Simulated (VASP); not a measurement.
# GaN (F-43m) in VASP: a series of runs

The runs below take GaN through single point, with PBEsol.

Program: VASP 6.6.1. These are calculated values, not measurements. Logs are shortened: lines on timing, memory, paths and dates and some standing lists are left out, and cuts for length are marked.

## 1. The cell of the first run

It takes space group F-43m (No. 216, cubic). The conventional cell has a = 4.498 Å, b = 4.498 Å, c = 4.498 Å, α = 90.00°, β = 90.00°, γ = 90.00°. Ga (site symmetry -43m) has 4 N at 1.95 Å within 2.6 Å. Within 2.6 Å of N (site symmetry -43m) lie 4 Ga at 1.95 Å.

## 2. Single point, PBEsol

Input file INCAR:

```
  ALGO = Normal
  EDIFF = 1E-6
  ENCUT = 600
  GGA = PS
  GGA_COMPAT = False
  ISIF = 2
  ISMEAR = 0
  LASPH = True
  LCHARG = False
  LREAL = False
  LWAVE = False
  NBANDS = 16
  NELM = 120
  PREC = Accurate
  SIGMA = 0.02
```

Input file KPOINTS:

```
k-points
0
Gamma
  10 10 10
```

Input file POSCAR:

```
GaN
1.0
    0.0000000000      2.2490575020      2.2490575020
    2.2490575020      0.0000000000      2.2490575020
    2.2490575020      2.2490575020      0.0000000000
Ga N
1 1
Direct
    0.0000000000      0.0000000000      0.0000000000
    0.2500000000      0.2500000000      0.2500000000
```

Potentials or basis: VASP PAW PBE potentials, release 64 (Ga_d, N).

On the command line:

```
$ cat potpaw_PBE.64/Ga_d/POTCAR potpaw_PBE.64/N/POTCAR > POTCAR
$ mpirun -np 1 vasp_std > vasp.out
```

OUTCAR:

```text
EDIFF = 1E-6
   ENCUT = 600
   GGA = PS
   ISIF = 2
   ISMEAR = 0
   LASPH = True
   LREAL = False
   NELM = 120
   PREC = Accurate

 ion  position               nearest neighbor table
   1  0.000  0.000  0.000-   2 1.95   2 1.95   2 1.95   2 1.95
   2  0.250  0.250  0.250-   1 1.95   1 1.95   1 1.95   1 1.95

  LATTYP: Found a face centered cubic cell.
 ALAT       =     4.4981150040

  Lattice vectors:

 A1 = (   0.0000000000,   2.2490575020,   2.2490575020)
 A2 = (   2.2490575020,   0.0000000000,   2.2490575020)
 A3 = (   2.2490575020,   2.2490575020,   0.0000000000)

Analysis of symmetry for initial positions (statically):
=====================================================================
 Subroutine PRICEL returns:
 Original cell was already a primitive cell.

 Routine SETGRP: Setting up the symmetry group for a
 face centered cubic supercell.

 Subroutine GETGRP returns: Found 24 space group operations
 (whereof 24 operations were pure point group operations)
 out of a pool of 48 trial point group operations.

The static configuration has the point symmetry T_d .

Analysis of symmetry for dynamics (positions and initial velocities):
=====================================================================
 Subroutine PRICEL returns:
 Original cell was already a primitive cell.

 Routine SETGRP: Setting up the symmetry group for a
 face centered cubic supercell.

 Subroutine GETGRP returns: Found 24 space group operations
 (whereof 24 operations were pure point group operations)
 out of a pool of 48 trial point group operations.

The dynamic configuration has the point symmetry T_d .

 Subroutine INISYM returns: Found 24 space group operations
 (whereof 24 operations are pure point group operations),
 and found     1 'primitive' translations

----------------------------------------------------------------------------------------

                                     Primitive cell

  volume of cell :      22.7526

  direct lattice vectors                    reciprocal lattice vectors
     0.000000000  2.249057502  2.249057502    -0.222315347  0.222315347  0.222315347
     2.249057502  0.000000000  2.249057502     0.222315347 -0.222315347  0.222315347
     2.249057502  2.249057502  0.000000000     0.222315347  0.222315347 -0.222315347

  length of vectors
     3.180647622  3.180647622  3.180647622     0.385061477  0.385061477  0.385061477

  position of ions in fractional coordinates (direct lattice)
     0.000000000  0.000000000  0.000000000
     0.250000000  0.250000000  0.250000000

  ion indices of the primitive-cell ions
   primitive index   ion index
                 1           1
                 2           2

----------------------------------------------------------------------------------------

 KPOINTS: k-points

Automatic generation of k-mesh.
 Grid dimensions read from file:
 generate k-points for:   10   10   10

 Generating k-lattice:

  Cartesian coordinates                     Fractional coordinates (reciprocal lattice)
    -0.022231535  0.022231535  0.022231535     0.100000000  0.000000000  0.000000000
     0.022231535 -0.022231535  0.022231535     0.000000000  0.100000000  0.000000000
     0.022231535  0.022231535 -0.022231535     0.000000000  0.000000000  0.100000000

  Length of vectors
     0.038506148  0.038506148  0.038506148

  Shift w.r.t. Gamma in fractional coordinates (k-lattice)
     0.000000000  0.000000000  0.000000000

 Subroutine IBZKPT returns following result:
 ===========================================

 Found     47 irreducible k-points:

 Following reciprocal coordinates:
            Coordinates               Weight
  0.000000  0.000000  0.000000      1.000000
  0.100000  0.000000  0.000000      8.000000
  0.200000  0.000000  0.000000      8.000000
  0.300000  0.000000  0.000000      8.000000
  0.400000  0.000000  0.000000      8.000000
  0.500000  0.000000  0.000000      4.000000
[... 16 lines left out ...]
  0.300000  0.300000  0.000000      6.000000
  0.400000  0.300000  0.000000     24.000000
 [... further k-points ...]
   k-points           NKPTS =     47   k-points in BZ     NKDIM =     47   number of bands    NBANDS=     16
   number of dos      NEDOS =    301   number of ions     NIONS =      2
   total plane-waves  NPLWV =  21952
   dimension x,y,z NGX =    28 NGY =   28 NGZ =   28
   dimension x,y,z NGXF=    56 NGYF=   56 NGZF=   56
   ions per type =               1   1
   NGX,Y,Z   is equivalent  to a cutoff of  14.64, 14.64, 14.64 a.u.
   NGXF,Y,Z  is equivalent  to a cutoff of  29.27, 29.27, 29.27 a.u.
 SYSTEM =  unknown system
   PREC   = accura    normal or accurate (medium, high low for compatibility)
   ISTART =      0    job   : 0-new  1-cont  2-samecut
   ICHARG =      2    charge: 1-file 2-atom 10-const
   ISPIN  =      1    spin polarized calculation?
   LNONCOLLINEAR =      F non collinear calculations
   LSORBIT =      F    spin-orbit coupling
   LASPH  =      T    aspherical Exc in radial PAW
   ENCUT  =  600.0 eV  44.10 Ry    6.64 a.u.   6.35  6.35  6.35*2*pi/ulx,y,z
   NELM   =    120;   NELMIN=  2; NELMDL= -5     # of ELM steps
   EDIFF  = 0.1E-05   stopping-criterion for ELM
   LREAL  =      F    real-space projection
   EDIFFG = 0.1E-04   stopping-criterion for IOM
   NSW    =      0    number of steps for IOM
   IBRION =     -1    ionic relax: 0-MD 1-quasi-New 2-CG
   NFREE  =      0    steps in history (QN), initial steepest desc. (CG)
   ISIF   =      2    stress and relaxation
   ISYM   =      2    0-nonsym 1-usesym 2-fastsym
   POTIM  = 0.5000    time-step for ionic-motion
   TEBEG  =    0.0;   TEEND  =   0.0 temperature during run
   PSTRESS=    0.0 pullay stress
   NELECT =      18.0000    total number of electrons
   NUPDOWN=      -1.0000    fix difference up-down
   EMIN   =  10.00;   EMAX   =-10.00  energy-range for DOS
   EFERMI =   0.00;   METHOD = LEGACY
   ISMEAR =     0;   SIGMA  =   0.02  broadening in eV -4-tet -1-fermi 0-gaus
   EFERMI_NEDOS =   21; number of points for ismear=-14 and -15
   IALGO  =     38    algorithm
   IMIX   =      4    mixing-type and parameters
     AMIX     =   0.40;   BMIX     =  1.00
     AMIX_MAG =   1.60;   BMIX_MAG =  1.00
  volume/ion in A,a.u.               =      11.38        76.77
  Fermi-wavevector in a.u.,A,eV,Ry     =   1.514102  2.861238 31.191419  2.292505
  Thomas-Fermi vector in A             =   2.623804
   LORBIT       =      0    0 simple, 1 ext, 2 COOP (PROOUT), +10 PAW based schemes
   GGA     = PS    functional components
   LHFCALC =     F    Hartree Fock is set to
   AEXX    =    0.0000 exact exchange contribution
   IVDW    =     0    specifies the selected vdW correction
   LEPSILON=     F    determine dielectric tensor
   LRPA    =     F    only Hartree local field effects (RPA)
 non-spin polarized calculation
 Gauss-broadening in eV      SIGMA  =   0.02
  energy-cutoff  :      600.00
  volume of cell :       22.75
 maximum number of plane-waves:       769
 NGX is ok and might be reduce to    28
   NGX = 13   NGY = 13   NGZ = 13

 number of electron      18.0000005 magnetization

 Free energy of the ion-electron system (eV)
  ---------------------------------------------------
  ext. energy  EPLUGINS =         0.00000000
  ---------------------------------------------------
  free energy    TOTEN  =       -13.12425456 eV

  energy without entropy =      -13.12425456  energy(sigma->0) =      -13.12425456

 E-fermi :   5.3756     XC(G=0): -11.9339

 val. band max:        5.2139413223   @ k =   0.0000   0.0000   0.0000
 cond. band min:       6.9348552206   @ k =   0.0000   0.0000   0.0000
 fundamental gap:      1.7209138983
 Fermi energy:         5.3755914802

 k-point     1 :       0.0000    0.0000    0.0000
  band No.  band energies     occupation
      1     -10.7697      2.00000
      2      -8.1949      2.00000
      3      -8.1949      2.00000
      4      -8.1949      2.00000
      5      -7.8636      2.00000
      6      -7.8636      2.00000
[... 8 lines left out ...]
     15      23.9507      0.00000
     16      23.9507      0.00000

 k-point     2 :       0.1000    0.0000    0.0000
  band No.  band energies     occupation
      1     -10.6555      2.00000
      2      -8.1808      2.00000
      3      -8.1808      2.00000
      4      -8.1578      2.00000
      5      -7.8650      2.00000
      6      -7.8650      2.00000
[... 8 lines left out ...]
     15      22.6723      0.00000
     16      22.6723      0.00000

 k-point     3 :       0.2000    0.0000    0.0000
  band No.  band energies     occupation
      1     -10.3658      2.00000
      2      -8.1482      2.00000
      3      -8.1482      2.00000
      4      -8.0000      2.00000
      5      -7.8639      2.00000
      6      -7.8639      2.00000
[... 8 lines left out ...]
     15      21.9060      0.00000
     16      21.9060      0.00000

 k-point     4 :       0.3000    0.0000    0.0000
  band No.  band energies     occupation
      1     -10.0533      2.00000
      2      -8.1193      2.00000
      3      -8.1193      2.00000
      4      -7.8500      2.00000
      5      -7.8500      2.00000
      6      -7.6068      2.00000
[... 8 lines left out ...]
     15      22.3990      0.00000
     16      22.3990      0.00000

 k-point     5 :       0.4000    0.0000    0.0000
  band No.  band energies     occupation
      1      -9.8633      2.00000
      2      -8.1068      2.00000
      3      -8.1068      2.00000
      4      -7.8269      2.00000
      5      -7.8269      2.00000
      6      -6.9875      2.00000
[... 8 lines left out ...]
     15      23.8101      0.00000
     16      23.8101      0.00000

 k-point     6 :       0.5000    0.0000    0.0000
  band No.  band energies     occupation
      1      -9.8078      2.00000
      2      -8.1046      2.00000
      3      -8.1046      2.00000
      4      -7.8153      2.00000
      5      -7.8153      2.00000
      6      -6.6129      2.00000
[... 8 lines left out ...]
     15      24.8191      0.00000
     16      24.8192      0.00000

 k-point     7 :       0.1000    0.1000    0.0000
  band No.  band energies     occupation
      1     -10.6179      2.00000
      2      -8.1683      2.00000
      3      -8.1683      2.00000
      4      -8.1617      2.00000
      5      -7.8744      2.00000
      6      -7.8561      2.00000
[... 8 lines left out ...]
     15      24.1248      0.00000
     16      24.6570      0.00000

 k-point     8 :       0.2000    0.1000    0.0000
  band No.  band energies     occupation
      1     -10.3880      2.00000
      2      -8.1479      2.00000
      3      -8.1345      2.00000
      4      -8.0534      2.00000
      5      -7.8731      2.00000
      6      -7.8486      2.00000
[... 8 lines left out ...]
     15      23.7124      0.00000
     16      23.8681      0.00000

 k-point     9 :       0.3000    0.1000    0.0000
  band No.  band energies     occupation
      1     -10.0872      2.00000
      2      -8.1215      2.00000
      3      -8.1013      2.00000
      4      -7.9161      2.00000
      5      -7.8356      2.00000
      6      -7.6827      2.00000
[... 8 lines left out ...]
     15      22.8686      0.00000
     16      23.8428      0.00000
[... 172 lines left out ...]
 k-point    19 :       0.5000    0.2000    0.0000
  band No.  band energies     occupation
      1      -9.7285      2.00000
      2      -8.0889      2.00000
      3      -8.0246      2.00000
      4      -7.9082      2.00000
      5      -7.8111      2.00000
      6      -6.5092      2.00000
[... 8 lines left out ...]
     15      25.3694      0.00000
     16      25.7921      0.00000

 k-point    20 :      -0.4000    0.2000    0.0000
  band No.  band energies     occupation
      1      -9.7204      2.00000
      2      -8.0939      2.00000
      3      -8.0309      2.00000
      4      -7.8765      2.00000
      5      -7.8362      2.00000
      6      -6.3774      2.00000
[... 8 lines left out ...]
     15      23.7954      0.00000
     16      25.4039      0.00000

 k-point    21 :      -0.3000    0.2000    0.0000
  band No.  band energies     occupation
      1      -9.7910      2.00000
      2      -8.0955      2.00000
      3      -8.0495      2.00000
      4      -7.8709      2.00000
      5      -7.8689      2.00000
      6      -6.8571      2.00000
[... 8 lines left out ...]
     15      22.4458      0.00000
     16      25.7558      0.00000

 k-point    22 :      -0.2000    0.2000    0.0000
  band No.  band energies     occupation
      1      -9.9574      2.00000
      2      -8.1030      2.00000
      3      -8.0874      2.00000
      4      -7.8870      2.00000
      5      -7.8797      2.00000
      6      -7.4272      2.00000
[... 8 lines left out ...]
     15      22.5019      0.00000
     16      25.6884      0.00000

 k-point    23 :       0.3000    0.3000    0.0000
  band No.  band energies     occupation
      1      -9.8660      2.00000
      2      -8.0470      2.00000
      3      -7.9990      2.00000
      4      -7.9990      2.00000
      5      -7.8118      2.00000
      6      -7.4163      2.00000
[... 8 lines left out ...]
     15      27.2277      0.00000
     16      27.6522      0.00000

 k-point    24 :       0.4000    0.3000    0.0000
  band No.  band energies     occupation
      1      -9.7403      2.00000
      2      -8.0648      2.00000
      3      -7.9638      2.00000
      4      -7.9629      2.00000
      5      -7.8013      2.00000
      6      -6.9560      2.00000
[... 8 lines left out ...]
     15      27.5034      0.00000
     16      27.6112      0.00000

 [... further k-points ...]

------------------------ aborting loop because EDIFF is reached ----------------------------------------

  FORCE on cell =-STRESS in cart. coord.  units (eV):
  Direction    XX          YY          ZZ          XY          YZ          ZX
  --------------------------------------------------------------------------------------
  -------------------------------------------------------------------------------------
  Total       -0.0544977     -0.0544977     -0.0544977      0.0000000     -0.0000000     -0.0000000
  in kB       -3.8375764     -3.8375764     -3.8375764      0.0000000     -0.0000000     -0.0000000
  external PRESSURE =      -3.8375764 kB  Pullay stress =       0.0000000 kB

 VOLUME and BASIS-vectors are now :
 -----------------------------------------------------------------------------
  energy-cutoff  :      600.00
  volume of cell :       22.75
      direct lattice vectors                 reciprocal lattice vectors
     0.000000000  2.249057502  2.249057502    -0.222315347  0.222315347  0.222315347
     2.249057502  0.000000000  2.249057502     0.222315347 -0.222315347  0.222315347
     2.249057502  2.249057502  0.000000000     0.222315347  0.222315347 -0.222315347

 POSITION                                       TOTAL-FORCE (eV/Angst)
 -----------------------------------------------------------------------------------
      0.00000      0.00000      0.00000        -0.000000     -0.000000      0.000000
      1.12453      1.12453      1.12453         0.000000      0.000000     -0.000000
 -----------------------------------------------------------------------------------
    total drift:                                0.000000      0.000000      0.000000

  FREE ENERGIE OF THE ION-ELECTRON SYSTEM (eV)
  ---------------------------------------------------
  free  energy   TOTEN  =       -13.1242545644 eV

  energy  without entropy=      -13.1242545644  energy(sigma->0) =      -13.12425456
```

It took 17 s on 1 thread of AMD EPYC 7R13 (Zen 3), shared host; peak memory 0.14 GiB.

What came out:

- Free energy: -13.1243 eV
- Pressure: -0.4 GPa
- Band gap on the k mesh: 1.72 eV

Caveat: the PAW data sets were made with another functional, which shifts forces and pressure a little.

## 3. Single point, PBEsol

Input file INCAR:

```
SYSTEM = GaN
PREC     = Accurate       ! precision mode
ENCUT    = 600            ! plane-wave cutoff, eV
EDIFF    = 1E-6           ! SCF threshold, eV
ISMEAR   = 0              ! smearing method
SIGMA    = 0.02           ! smearing width, eV
LREAL    = .False.        ! projectors in reciprocal space
LASPH    = .True.         ! aspherical terms in the spheres
NELM     = 120            ! most SCF steps
ALGO     = Normal         ! electronic algorithm
ISIF     = 2              ! what is computed and relaxed
LWAVE    = .False.        ! write WAVECAR
LCHARG   = .False.        ! write CHGCAR
GGA      = PS             ! functional
NBANDS   = 16             ! bands
GGA_COMPAT= .False.
```

Input file KPOINTS:

```
regular mesh
0
Gamma
  10 10 10
  0 0 0
```

POSCAR is that of step 2.

Potentials or basis: VASP PAW PBE potentials, release 64 (Ga_d, N).

On the command line:

```
$ cat potpaw_PBE.64/Ga_d/POTCAR potpaw_PBE.64/N/POTCAR > POTCAR
$ mpirun -np 1 vasp_std > vasp.out
```

It took 17 s on 1 thread of AMD EPYC 7R13 (Zen 3), shared host; peak memory 0.14 GiB.

It converged, with:

* Free energy: -13.1243 eV
* Pressure: -0.4 GPa
* Band gap on the k mesh: 1.72 eV

Levels at points of the mesh, in eV from the valence-band top:
| k point | band 5 | band 6 | band 7 | band 8 | band 9 | band 10 | band 11 | band 12 | band 13 | band 14 |
| --- | --- | --- | --- | --- | --- | --- | --- | --- | --- | --- |
| (0.00, 0.00, 0.00) | -13.08 | -13.08 | 0.00 | 0.00 | 0.00 | 1.72 | 10.24 | 10.24 | 10.24 | 17.46 |
| (0.50, 0.00, 0.00) | -13.03 | -11.83 | -7.15 | -0.99 | -0.99 | 4.60 | 8.66 | 10.29 | 10.29 | 15.49 |
| (0.50, 0.50, 0.00) | -13.00 | -11.40 | -6.20 | -2.75 | -2.75 | 3.23 | 6.60 | 11.62 | 13.94 | 13.94 |

Caveat: the PAW data sets were made with another functional, which shifts forces and pressure a little.
